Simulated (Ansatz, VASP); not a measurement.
# ZnS in VASP and in Ansatz

Contents of INCAR:

```
SYSTEM = ZnS
PREC = Accurate
ENCUT = 520
EDIFF = 1E-6
ISMEAR = 0
SIGMA = 0.05
LREAL = .False.
LASPH = .True.
NELM = 60
ALGO = Normal
ISIF = 2
LWAVE = .False.
LCHARG = .False.
GGA = PE
NBANDS = 46
```

KPOINTS

```
regular mesh
0
Gamma
  12 12 2
  0 0 0
```

The input POSCAR:

```
ZnS
1.0
    3.8467234474      0.0000000000      0.0000000000
   -1.9233617237      3.3313602268      0.0000000000
    0.0000000000      0.0000000000     12.5902250312
Zn S
4 4
Direct
    0.0000000000      0.0000000000      0.0208998557
    0.0000000000      0.0000000000      0.5208998557
    0.3333333333      0.6666666667      0.2292163652
    0.6666666667      0.3333333333      0.7292163652
    0.0000000000      0.0000000000      0.1921320964
    0.0000000000      0.0000000000      0.6921320964
    0.3333333333      0.6666666667      0.4327086970
    0.6666666667      0.3333333333      0.9327086970
```

Input for Ansatz:

```yaml
crystal:
  lattice:
    - [3.8467234474, 0.0, 0.0]
    - [-1.9233617237, 3.3313602268, 0.0]
    - [0.0, 0.0, 12.5902250312]
  atoms:
    - { symbol: Zn, position: [0.0, 0.0, 0.0208998557] }
    - { symbol: Zn, position: [0.0, 0.0, 0.5208998557] }
    - { symbol: Zn, position: [0.3333333333, 0.6666666667, 0.2292163652] }
    - { symbol: Zn, position: [0.6666666667, 0.3333333333, 0.7292163652] }
    - { symbol: S, position: [0.0, 0.0, 0.1921320964] }
    - { symbol: S, position: [0.0, 0.0, 0.6921320964] }
    - { symbol: S, position: [0.3333333333, 0.6666666667, 0.432708697] }
    - { symbol: S, position: [0.6666666667, 0.3333333333, 0.932708697] }
basis:
  ecutwfc: 420
kpoints:
  mp_grid: { grid: [12, 12, 2] }
hamiltonian:
  xc: pbe
scf:
  occupations: { method: gaussian, width: 0.05 }
output:
  forces: true
  stress: true
  eigenvalues: true
```

Change from the starting cell: mode 12 (188.4 1/cm) frozen in, largest displacement +0.263 Å.

Alike in both runs: task single point; functional PBE; k mesh 12 × 12 × 2; occupations gaussian, width 0.05 eV; no spin polarisation.

|  | VASP | Ansatz |
| --- | --- | --- |
| version | VASP 6.6.1 | Ansatz 0.2.0 |
| potentials or method | VASP PAW PBE potentials, release 64 (Zn, S), cutoff 520 eV | scalar-relativistic, plane waves, PAW |
| valence electrons in the cell | 72 | 72 |

Ansatz gave:

- gap on the k mesh at the Fermi level (eV): 1.19
- least direct gap on the mesh (eV): 1.19
- pressure (GPa): 1.3
- traceless stress, the component that is largest in VASP (GPa): 0.74
- rms of the force components (eV/Å): 1.018

Which values does VASP return?

gap on the k mesh at the Fermi level (eV): 1.18; least direct gap on the mesh (eV): 1.18; pressure (GPa): 1.5; traceless stress, the component that is largest in VASP (GPa): 0.73; rms of the force components (eV/Å): 1.027.

Atom by atom the forces differ by 0.010 eV/Å (rms over components). With one functional, cell and mesh, what is left measures potentials, basis and numerics.
